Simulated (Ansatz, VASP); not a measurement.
# Two plane-wave programs on AlGaN

```
Al Ga N
1.0
     5.24929    0.00000    0.00000
     0.00000    5.24929    0.00000
     0.00000    0.00000    4.14993
Al Ga N
2 2 2
Cartesian
  2.6246 0.0000 0.0000
  0.0000 2.6246 2.0750
  2.6246 2.6246 0.0000
  2.6246 2.6246 2.0750
  0.0000 2.6246 0.0000
  2.6246 0.0000 2.0750
```

Alike in both runs: functional PBE; k mesh 8 × 8 × 10; occupations gaussian, width 0.1 eV; no spin polarisation.

Ansatz relaxed the structure, and its values are those at the end. VASP's run is a single point on that final structure, the one shown.

```csv
,VASP,Ansatz
version,VASP 6.6.1,Ansatz 0.2.0
potentials or method,"VASP PAW PBE potentials, release 64 (Al, Ga_d, N), cutoff 520 eV","scalar-relativistic, plane waves, PAW"
valence electrons in the cell,42,42
```

Ansatz gave:

| Quantity | Value |
| --- | --- |
| gap on the k mesh at the Fermi level (eV) | none |
| pressure (GPa) | 0.0 |

**Question.** Which values does VASP return?

**Answer.** gap on the k mesh at the Fermi level (eV): none; pressure (GPa): 0.1.

A gap of «none» marks a metal or a gap that the smearing closes.
